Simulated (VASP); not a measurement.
# FeSi (P2_13) in VASP: further runs, part 2 of 2

VASP 6.6.1.

## Step 4: Single point, r2SCAN

POSCAR

```
FeSi
1.0
    4.4030853437      0.0000000000      0.0000000000
    0.0000000000      4.4030853437      0.0000000000
    0.0000000000      0.0000000000      4.4030853437
Fe Si
4 4
Direct
    0.1366605201      0.1366605201      0.1366605201
    0.3633394799      0.8633394799      0.6366605201
    0.6366605201      0.3633394799      0.8633394799
    0.8633394799      0.6366605201      0.3633394799
    0.8411276309      0.8411276309      0.8411276309
    0.6588723691      0.1588723691      0.3411276309
    0.3411276309      0.6588723691      0.1588723691
    0.1588723691      0.3411276309      0.6588723691
```

INCAR.step1

```
PREC = Accurate ; ENCUT = 520
ISMEAR = 0 ; SIGMA = 0.02
LREAL = F ; LASPH = T
NELM = 60 ; NBANDS = 34
GGA = PE ; ALGO = Normal
EDIFF = 1E-4 ; LWAVE = T
LCHARG = F
```

INCAR.step2

```
PREC = Accurate ; ENCUT = 520
EDIFF = 1E-7 ; ISMEAR = 0
SIGMA = 0.02 ; LREAL = F
LASPH = T ; NELM = 60
ALGO = Normal ; ISIF = 2
LWAVE = F ; LCHARG = F
METAGGA = R2SCAN ; LMIXTAU = T
NBANDS = 34 ; ISTART = 1
```

KPOINTS

```
Automatic mesh
0
Gamma
  8 8 8
```

Potentials or basis: VASP PAW PBE potentials, release 64 (Fe, Si).

Started as:

```
cat potpaw_PBE.64/Fe/POTCAR potpaw_PBE.64/Si/POTCAR > POTCAR
cp INCAR.step1 INCAR
mpirun -np 1 vasp_std > vasp.out
cp INCAR.step2 INCAR
mpirun -np 1 vasp_std > vasp.out
```

OUTCAR:

```text
PREC = Accurate
   ENCUT = 520
   EDIFF = 1E-7
   ISMEAR = 0
   LREAL = F
   LASPH = T
   NELM = 60
   ISIF = 2
   METAGGA = R2SCAN
   ISTART = 1

 ion  position               nearest neighbor table
   1  0.137  0.137  0.137-   5 2.25   6 2.29   7 2.29   8 2.29   7 2.47   8 2.47   6 2.47   3 2.70
                             4 2.70   2 2.70   2 2.70   4 2.70   3 2.70
   2  0.363  0.863  0.637-   6 2.25   5 2.29   7 2.29   8 2.29   7 2.47   8 2.47   5 2.47   1 2.70
                             1 2.70   3 2.70   3 2.70   4 2.70   4 2.70
   3  0.637  0.363  0.863-   7 2.25   6 2.29   5 2.29   8 2.29   8 2.47   6 2.47   5 2.47   1 2.70
                             4 2.70   2 2.70   2 2.70   4 2.70   1 2.70
   4  0.863  0.637  0.363-   8 2.25   6 2.29   7 2.29   5 2.29   6 2.47   5 2.47   7 2.47   1 2.70
                             3 2.70   2 2.70   1 2.70   2 2.70   3 2.70
   5  0.841  0.841  0.841-   1 2.25   2 2.29   3 2.29   4 2.29   3 2.47   4 2.47   2 2.47   8 2.73
                             8 2.73   6 2.73   6 2.73   7 2.73   7 2.73
   6  0.659  0.159  0.341-   2 2.25   1 2.29   3 2.29   4 2.29   3 2.47   4 2.47   1 2.47   7 2.73
                             7 2.73   5 2.73   8 2.73   5 2.73   8 2.73
   7  0.341  0.659  0.159-   3 2.25   2 2.29   1 2.29   4 2.29   4 2.47   2 2.47   1 2.47   6 2.73
                             6 2.73   8 2.73   8 2.73   5 2.73   5 2.73
   8  0.159  0.341  0.659-   4 2.25   2 2.29   3 2.29   1 2.29   2 2.47   1 2.47   3 2.47   5 2.73
[... 1095 lines left out ...]
 [... further k-points ...]

------------------------ aborting loop because EDIFF is reached ----------------------------------------

  FORCE on cell =-STRESS in cart. coord.  units (eV):
  Direction    XX          YY          ZZ          XY          YZ          ZX
  --------------------------------------------------------------------------------------
  -------------------------------------------------------------------------------------
  Total        0.2183736      0.2183736      0.2183736      0.0000000      0.0000000      0.0000000
  in kB        4.0986367      4.0986367      4.0986367      0.0000000      0.0000000      0.0000000
  external PRESSURE =       4.0986367 kB  Pullay stress =       0.0000000 kB

 VOLUME and BASIS-vectors are now :
 -----------------------------------------------------------------------------
  energy-cutoff  :      520.00
  volume of cell :       85.36
      direct lattice vectors                 reciprocal lattice vectors
     4.403085344  0.000000000  0.000000000     0.227113472  0.000000000  0.000000000
     0.000000000  4.403085344  0.000000000     0.000000000  0.227113472  0.000000000
     0.000000000  0.000000000  4.403085344     0.000000000  0.000000000  0.227113472

 POSITION                                       TOTAL-FORCE (eV/Angst)
 -----------------------------------------------------------------------------------
      0.60173      0.60173      0.60173         0.021526      0.021526      0.021526
      1.59981      3.80136      2.80327        -0.021526     -0.021526      0.021526
      2.80327      1.59981      3.80136         0.021526     -0.021526     -0.021526
      3.80136      2.80327      1.59981        -0.021526      0.021526     -0.021526
      3.70356      3.70356      3.70356         0.001134      0.001134      0.001134
      2.90107      0.69953      1.50201        -0.001134     -0.001134      0.001134
      1.50201      2.90107      0.69953         0.001134     -0.001134     -0.001134
      0.69953      1.50201      2.90107        -0.001134      0.001134     -0.001134
 -----------------------------------------------------------------------------------
    total drift:                               -0.000001     -0.000001     -0.000000

  FREE ENERGIE OF THE ION-ELECTRON SYSTEM (eV)
  ---------------------------------------------------
  free  energy   TOTEN  =       -94.7645064029 eV

  energy  without entropy=      -94.7645064029  energy(sigma->0) =      -94.76450640
```

OSZICAR.step1:

```text
N       E                     dE             d eps       ncg     rms          rms(c)
DAV:   1     0.354294104587E+03    0.35429E+03   -0.19756E+04  3060   0.159E+03
DAV:   2    -0.346047817512E+02   -0.38890E+03   -0.36800E+03  3060   0.367E+02
DAV:   3    -0.650733587864E+02   -0.30469E+02   -0.27632E+02  3464   0.121E+02
DAV:   4    -0.665208361747E+02   -0.14475E+01   -0.14254E+01  4400   0.254E+01
DAV:   5    -0.665532548425E+02   -0.32419E-01   -0.32349E-01  4212   0.379E+00    0.331E+01
DAV:   6    -0.705889319408E+02   -0.40357E+01   -0.14138E+02  4604   0.143E+02    0.297E+01
DAV:   7    -0.589429925403E+02    0.11646E+02   -0.54104E+01  4286   0.102E+02    0.934E+00
DAV:   8    -0.588285046056E+02    0.11449E+00   -0.35817E+00  4214   0.125E+01    0.318E+00
DAV:   9    -0.587311482697E+02    0.97356E-01   -0.28434E-01  4874   0.576E+00    0.125E+00
DAV:  10    -0.587224920065E+02    0.86563E-02   -0.20162E-02  4330   0.110E+00    0.348E-01
DAV:  11    -0.587222084385E+02    0.28357E-03   -0.19524E-03  4490   0.433E-01    0.170E-01
DAV:  12    -0.587221081306E+02    0.10031E-03   -0.18038E-04  2244   0.154E-01    0.536E-02
DAV:  13    -0.587221127808E+02   -0.46502E-05   -0.13392E-04  1796   0.564E-02
   1 F= -.58722113E+02 E0= -.58722113E+02  d E =-.735689E-10
```

It took 6.6 min on 1 thread of AMD EPYC 9R45 (Zen 5), shared host; peak memory 0.25 GiB.

What came out:

```
Free energy            : -94.7645 eV
Pressure               : 0.4 GPa
Largest force          : 0.037 eV/Å
Band gap on the k mesh : 0.33 eV (least direct gap 0.33 eV)
```

Forces in eV/Å, atoms in the order of the input:
```
Fe   0.022  0.022  0.022
Fe  -0.022 -0.022  0.022
Fe   0.022 -0.022 -0.022
Fe  -0.022  0.022 -0.022
Si   0.001  0.001  0.001
Si  -0.001 -0.001  0.001
Si   0.001 -0.001 -0.001
Si  -0.001  0.001 -0.001
```

Caveat: the PAW data sets were made with another functional, which shifts forces and pressure a little. Spin polarisation is off, so any magnetic state and its effect on volume and gap are missing.

## Step 5: Overview

| cell | k mesh | smearing | gap on the mesh (eV) | pressure (GPa) | largest force (eV/Å) |
| --- | --- | --- | --- | --- | --- |
| a = 4.403 Å, 8 atoms | 4 × 4 × 4 | gaussian 0.1 eV | 0.35 | 0.4 | 0.04 |
| a = 4.551 Å, 8 atoms | 4 × 4 × 4 | gaussian 0.1 eV | 0.31 | -20.1 | 0.31 |
| a = 4.403 Å, 8 atoms | 8 × 8 × 8 | gaussian 0.02 eV | 0.33 | 0.4 | 0.04 |

Alike in all rows: task single point; level r2SCAN; potentials or basis VASP PAW PBE potentials, release 64 (Fe, Si); no spin polarisation; cutoff (eV) 520.

Caveats: the PAW data sets were made with another functional, which shifts forces and pressure a little; the cell stands under tension (at least some runs).

Total energies depend on the potentials used, so only differences within one code and one set of settings carry meaning.
